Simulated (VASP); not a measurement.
# Te (R-3m) in VASP: a series of runs

Runs on Te. Level: r2SCAN. Tasks: single point.

All numbers are computed with VASP 6.6.1; they aren't measurements. Logs are shortened: lines on timing, memory, paths and dates and some standing lists are left out, and cuts for length are marked.

**1. The cell of the first run**

Symmetry: R-3m, No. 166, trigonal system. The conventional cell has a = 4.473 Å, b = 4.473 Å, c = 4.921 Å, α = 90.00°, β = 90.00°, γ = 120.00°. Within 4.0 Å of Te (site symmetry -3m) lie 6 Te at 3.06 Å.

**2. Single point, r2SCAN (strain -0.030 along x and y, -0.030 along z)**

The input, POSCAR:

```
Te
1.0
    2.2367272124      1.2913750582      1.6402250928
   -2.2367272124      1.2913750582      1.6402250928
    0.0000000000     -2.5827501164      1.6402250928
Te
1
Direct
    0.5000000000      0.5000000000      0.5000000000
```

The input, INCAR.step1:

```
PREC     = Accurate       # precision mode
ENCUT    = 520            # plane-wave cutoff, eV
ISMEAR   = 0              # smearing method
SIGMA    = 0.15           # smearing width, eV
LREAL    = False          # projectors in reciprocal space
LASPH    = True           # aspherical terms in the spheres
NELM     = 100            # most SCF steps
NBANDS   = 9              # bands
GGA      = PE             # functional
ALGO     = Normal         # electronic algorithm
EDIFF    = 1E-4           # SCF threshold, eV
LWAVE    = True           # write WAVECAR
LCHARG   = False          # write CHGCAR
```

The input, INCAR.step2:

```
PREC     = Accurate       # precision mode
ENCUT    = 520            # plane-wave cutoff, eV
EDIFF    = 1E-6           # SCF threshold, eV
ISMEAR   = 0              # smearing method
SIGMA    = 0.15           # smearing width, eV
LREAL    = False          # projectors in reciprocal space
LASPH    = True           # aspherical terms in the spheres
NELM     = 100            # most SCF steps
ALGO     = Normal         # electronic algorithm
ISIF     = 2              # what is computed and relaxed
LWAVE    = False          # write WAVECAR
LCHARG   = False          # write CHGCAR
METAGGA  = R2SCAN         # meta-GGA
LMIXTAU  = True         
NBANDS   = 9              # bands
ISTART   = 1
```

The input, KPOINTS:

```
Automatic mesh
0
Gamma
  15 15 15
```

Potentials or basis: VASP PAW PBE potentials, release 64 (Te).

On the command line:

```bash
$ cat potpaw_PBE.64/Te/POTCAR > POTCAR
$ cp INCAR.step1 INCAR
$ mpirun -np 1 vasp_std > vasp.out
$ cp INCAR.step2 INCAR
$ mpirun -np 1 vasp_std > vasp.out
```

OUTCAR:

```text
PREC = Accurate
   ENCUT = 520
   EDIFF = 1E-6
   ISMEAR = 0
   LREAL = False
   LASPH = True
   NELM = 100
   ISIF = 2
   METAGGA = R2SCAN
   ISTART = 1

 ion  position               nearest neighbor table
   1  0.500  0.500  0.500-

  LATTYP: Found a trigonal (rhomboedric) cell.
 ALAT       =     3.0595647597
 COS(alpha) =    -0.0688991668

  Lattice vectors:

 A1 = (   2.2367272124,   1.2913750582,   1.6402250928)
 A2 = (  -2.2367272124,   1.2913750582,   1.6402250928)
 A3 = (   0.0000000000,  -2.5827501164,   1.6402250928)

Analysis of symmetry for initial positions (statically):
=====================================================================
 Subroutine PRICEL returns:
 Original cell was already a primitive cell.

 Routine SETGRP: Setting up the symmetry group for a
 trigonal (rhombohedral) supercell.

 Subroutine GETGRP returns: Found 12 space group operations
 (whereof 12 operations were pure point group operations)
 out of a pool of 12 trial point group operations.

The static configuration has the point symmetry D_3d.

Analysis of symmetry for dynamics (positions and initial velocities):
=====================================================================
 Subroutine PRICEL returns:
 Original cell was already a primitive cell.

 Routine SETGRP: Setting up the symmetry group for a
 trigonal (rhombohedral) supercell.

 Subroutine GETGRP returns: Found 12 space group operations
 (whereof 12 operations were pure point group operations)
 out of a pool of 12 trial point group operations.

The dynamic configuration has the point symmetry D_3d.

 Subroutine INISYM returns: Found 12 space group operations
 (whereof 12 operations are pure point group operations),
 and found     1 'primitive' translations

----------------------------------------------------------------------------------------

                                     Primitive cell

  volume of cell :      28.4263

  direct lattice vectors                    reciprocal lattice vectors
     2.236727212  1.291375058  1.640225093     0.223540894  0.129061395  0.203224140
    -2.236727212  1.291375058  1.640225093    -0.223540894  0.129061395  0.203224140
     0.000000000 -2.582750116  1.640225093     0.000000000 -0.258122790  0.203224140

  length of vectors
     3.059564760  3.059564760  3.059564760     0.328523098  0.328523098  0.328523098

  position of ions in fractional coordinates (direct lattice)
[... 79 lines left out ...]
   EDIFFG = 0.1E-04   stopping-criterion for IOM
   NSW    =      0    number of steps for IOM
   IBRION =     -1    ionic relax: 0-MD 1-quasi-New 2-CG
   NFREE  =      0    steps in history (QN), initial steepest desc. (CG)
   ISIF   =      2    stress and relaxation
   ISYM   =      2    0-nonsym 1-usesym 2-fastsym
   POTIM  = 0.5000    time-step for ionic-motion
   TEBEG  =    0.0;   TEEND  =   0.0 temperature during run
   PSTRESS=    0.0 pullay stress
   NELECT =       6.0000    total number of electrons
   NUPDOWN=      -1.0000    fix difference up-down
   EMIN   =  10.00;   EMAX   =-10.00  energy-range for DOS
   EFERMI =   0.00;   METHOD = LEGACY
   ISMEAR =     0;   SIGMA  =   0.15  broadening in eV -4-tet -1-fermi 0-gaus
   EFERMI_NEDOS =   21; number of points for ismear=-14 and -15
   IALGO  =     38    algorithm
   IMIX   =      4    mixing-type and parameters
     AMIX     =   0.40;   BMIX     =  1.00
     AMIX_MAG =   1.60;   BMIX_MAG =  1.00
  volume/ion in A,a.u.               =      28.43       191.83
  Fermi-wavevector in a.u.,A,eV,Ry     =   0.974732  1.841976 12.926928  0.950102
  Thomas-Fermi vector in A             =   2.105215
   LORBIT       =      0    0 simple, 1 ext, 2 COOP (PROOUT), +10 PAW based schemes
   METAGGA = R2SCAN    functional components
   LHFCALC =     F    Hartree Fock is set to
   AEXX    =    0.0000 exact exchange contribution
   IVDW    =     0    specifies the selected vdW correction
   LEPSILON=     F    determine dielectric tensor
   LRPA    =     F    only Hartree local field effects (RPA)
 non-spin polarized calculation
 Gauss-broadening in eV      SIGMA  =   0.15
  energy-cutoff  :      520.00
  volume of cell :       28.43
 maximum number of plane-waves:       778
   NGX = 11   NGY = 11   NGZ = 11

 number of electron       6.0000001 magnetization

 Free energy of the ion-electron system (eV)
  ---------------------------------------------------
  ext. energy  EPLUGINS =         0.00000000
  ---------------------------------------------------
  free energy    TOTEN  =       -25.24850023 eV

  energy without entropy =      -25.24367961  energy(sigma->0) =      -25.24608992

 E-fermi :   8.3026     XC(G=0): -10.3984

 val. band max:        8.2999521619   @ k =   0.2667   0.2000   0.1333
 cond. band min:       8.3072655782   @ k =  -0.3333   0.3333   0.2000
 fundamental gap:      0.0073134162
 Fermi energy:         8.3025683741

 k-point     1 :       0.0000    0.0000    0.0000
  band No.  band energies     occupation
      1      -7.1085      2.00000
      2       9.3807      0.00000
      3       9.9741      0.00000
      4       9.9741      0.00000
      5      14.5632      0.00000
      6      14.5632      0.00000
      7      16.2575      0.00000
      8      26.5509      0.00000
      9      26.7345      0.00000
[... 265 lines left out ...]
 k-point    24 :       0.2000    0.1333    0.0000
  band No.  band energies     occupation
      1      -6.2249      2.00000
      2       5.7550      2.00000
      3       7.6470      2.00000
      4      10.4834      0.00000
      5      15.8935      0.00000
      6      18.7136      0.00000
      7      20.4439      0.00000
      8      22.1429      0.00000
      9      23.0249      0.00000

 [... further k-points ...]

------------------------ aborting loop because EDIFF is reached ----------------------------------------

  FORCE on cell =-STRESS in cart. coord.  units (eV):
  Direction    XX          YY          ZZ          XY          YZ          ZX
  --------------------------------------------------------------------------------------
  -------------------------------------------------------------------------------------
  Total        1.6557895      1.6557895      1.4302459      0.0000000      0.0000000      0.0000000
  in kB       93.3244801     93.3244801     80.6122770      0.0000000      0.0000000      0.0000000
  external PRESSURE =      89.0870790 kB  Pullay stress =       0.0000000 kB

 VOLUME and BASIS-vectors are now :
 -----------------------------------------------------------------------------
  energy-cutoff  :      520.00
  volume of cell :       28.43
      direct lattice vectors                 reciprocal lattice vectors
     2.236727212  1.291375058  1.640225093     0.223540894  0.129061395  0.203224140
    -2.236727212  1.291375058  1.640225093    -0.223540894  0.129061395  0.203224140
     0.000000000 -2.582750116  1.640225093     0.000000000 -0.258122790  0.203224140

 POSITION                                       TOTAL-FORCE (eV/Angst)
 -----------------------------------------------------------------------------------
      0.00000      0.00000      2.46034         0.000000      0.000000     -0.000000
 -----------------------------------------------------------------------------------
    total drift:                                0.000000      0.000000     -0.000000

  FREE ENERGIE OF THE ION-ELECTRON SYSTEM (eV)
  ---------------------------------------------------
  free  energy   TOTEN  =       -25.2485002320 eV

  energy  without entropy=      -25.2436796088  energy(sigma->0) =      -25.24608992
```

OUTCAR.step1:

```text
PREC = Accurate
   ENCUT = 520
   ISMEAR = 0
   LREAL = False
   LASPH = True
   NELM = 100
[... 503 lines left out ...]

 POSITION                                       TOTAL-FORCE (eV/Angst)
 -----------------------------------------------------------------------------------
      0.00000      0.00000      2.46034         0.000000      0.000000      0.000000
 -----------------------------------------------------------------------------------
    total drift:                                0.000000      0.000000     -0.000000

  FREE ENERGIE OF THE ION-ELECTRON SYSTEM (eV)
  ---------------------------------------------------
  free  energy   TOTEN  =        -3.0016384131 eV

  energy  without entropy=       -2.9965774858  energy(sigma->0) =       -2.99910795
```

OSZICAR.step1:

```text
N       E                     dE             d eps       ncg     rms          rms(c)
DAV:   1     0.176975914389E+02    0.17698E+02   -0.25716E+03  6208   0.538E+02
DAV:   2    -0.246875248066E+01   -0.20166E+02   -0.19236E+02  8110   0.744E+01
DAV:   3    -0.299485248169E+01   -0.52610E+00   -0.52241E+00  7772   0.148E+01
DAV:   4    -0.299830049921E+01   -0.34480E-02   -0.34478E-02  8508   0.136E+00
DAV:   5    -0.299833518185E+01   -0.34683E-04   -0.34682E-04  8056   0.107E-01    0.958E+00
DAV:   6    -0.300017906231E+01   -0.18439E-02   -0.56885E-04  7808   0.176E-01    0.582E+00
DAV:   7    -0.300159752239E+01   -0.14185E-02   -0.12858E-03  6893   0.269E-01    0.439E-02
DAV:   8    -0.300163841307E+01   -0.40891E-04   -0.25356E-05  5246   0.330E-02
   1 F= -.30016384E+01 E0= -.29991079E+01  d E =-.506093E-02
```

It took 2.1 min on 1 thread of AMD EPYC 9R45 (Zen 5), shared host; peak memory 0.18 GiB.

Results:

```
Free energy            : -25.2485 eV
Pressure               : 8.9 GPa
Band gap on the k mesh : zero (bands 3 and 4 overlap by 5.92 eV)
```

Caveat: the cell differs from its parent crystal (strain -0.030 along x and y, -0.030 along z); the cell stands under pressure; the PAW data sets were made with another functional, which shifts forces and pressure a little; spin-orbit coupling is left out, which moves the levels of the heavy elements.

(Continued in part 2 of 2.)

The gap in the log of VASP goes by the Fermi energy; the results here count the filled bands.